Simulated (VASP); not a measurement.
Here is a VASP 6.6.1 calculation.

INCAR

```
PREC = Accurate
ENCUT = 520
EDIFF = 1E-7
ISMEAR = 0
SIGMA = 0.1
LREAL = False
LASPH = True
NELM = 150
ALGO = Normal
ISIF = 2
LWAVE = False
LCHARG = False
ISPIN = 2
MAGMOM = 0 0 1 1
LORBIT = 11
GGA = PE
NBANDS = 28
```

The input KPOINTS:

```
regular mesh
0
Gamma
  6 4 4
```

File POSCAR:

```
ZnC
1.0
    2.6904922900      0.0000000000      0.0000000000
    0.0000000000      3.8580735100      0.0000000000
    0.0000000000      0.0000000000      5.8761947000
Zn C
2 2
Direct
    0.0000000000      0.5000000000      0.4243667700
    0.5000000000      0.0000000000      0.5756332300
    0.0000000000      0.5000000000      0.7206623700
    0.5000000000      0.0000000000      0.2793376300
```

Potentials or basis: VASP PAW PBE potentials, release 64 (Zn, C).

The run is started by

```console
$ cat potpaw_PBE.64/Zn/POTCAR potpaw_PBE.64/C/POTCAR > POTCAR
$ mpirun -np 1 vasp_std > vasp.out
```

Estimate the largest force.

6.763 eV/Å.

Estimate the net moment.

0.71 μB per cell.

Predict the site moments.

Zn +0.05; C +0.18 μB.

Stress tensor (GPa, compression positive):
```
-1.13  0.00  0.00
 0.00 -1.28  0.00
 0.00  0.00 44.32
```

Caveat: the k points lie up to 0.41 Å⁻¹ apart; a moment this small can come from the mesh or the smearing; forces of over 1 eV/Å act on the atoms, so gaps and moduli don't describe the material at rest.
